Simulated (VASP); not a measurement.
**H: relaxation of cell and atoms with PBE**

The system is H.

```
CELL_PARAMETERS angstrom
-1.69153 1.69153 2.05847
1.69153 -1.69153 2.05847
1.69153 1.69153 -2.05847
ATOMIC_POSITIONS crystal
H 0.09014 0.09014 0.00000
H 0.90986 0.90986 0.00000
```

```
Program                : VASP 6.6.1
Task                   : relaxation of cell and atoms
Functional             : PBE
Potentials or basis    : VASP PAW PBE potentials, release 64 (H)
Cutoff                 : 600 eV
k mesh                 : 11 × 11 × 11
Occupations            : fermi-dirac, width 0.05 eV
Spin                   : no spin polarisation
Target pressure        : 2 GPa
Dipole correction      : no
Further INCAR settings : ALGO = Normal; EDIFF = 1e-06; IBRION = 2; EDIFFG = -0.01; NSW = 60; ISIF = 3
```

* Relaxed volume: 8.33 Å³/atom
* Relaxed cell: a = 2.817 Å, b = 2.817 Å, c = 2.817 Å, α = 115.80°, β = 115.80°, γ = 97.44°
* Space group after relaxing (to 0.05 Å): I4/mmm (No. 139)
* Energy change on relaxing (the enthalpy is what falls): +20.1 meV/atom
* Ionic steps: 10
* Pressure after relaxing: 2.0 GPa
* Band gap on the k mesh: 8.27 eV, indirect (least direct gap 9.57 eV)

Stress tensor (GPa, compression positive):
```
1.90 0.00 0.00
0.00 1.90 0.00
0.00 0.00 2.09
```

Step by step:
```csv
step,energy change (eV),largest force (eV/Å),pressure (GPa),volume (Å³)
1,0.0000,0.2568,0.76,23.56
2,0.0043,0.5443,-0.57,23.25
3,-0.0004,0.1332,0.13,23.41
4,0.0007,0.1246,0.19,22.96
5,0.0047,0.0914,0.43,21.63
6,0.0173,0.0041,1.11,19.14
7,0.0716,0.3184,3.95,14.73
8,0.0392,0.2003,2.36,16.80
9,0.0631,0.9252,-0.03,15.98
10,0.0403,0.0001,1.96,16.66
```

Final structure:
```yaml
crystal:
  lattice:
    - [-1.49686, 1.49686, 1.85852]
    - [1.49686, -1.49686, 1.85852]
    - [1.49686, 1.49686, -1.85852]
  atoms:
    - { symbol: H, position: [0.10057, 0.10057, 0.00000] }
    - { symbol: H, position: [0.89943, 0.89943, 0.00000] }
```

Levels at points of the mesh, in eV from the valence-band top:
```csv
k point,band 1,band 2,band 3,band 4
"(0.00, 0.00, 0.00)",-4.10,16.09,18.86,27.04
```

Run time: 83 s on 1 thread of Intel(R) Xeon(R) Platinum 8259CL CPU @ 2.50GHz (Skylake/Cascade Lake), with other jobs on the host, peak memory 0.15 GiB.

Caveat: the cell is relaxed towards a set pressure, so the enthalpy falls and the energy may rise; the volume moved by over 15 % at a fixed basis, so the end points are rough. A k mesh can miss the band edges.
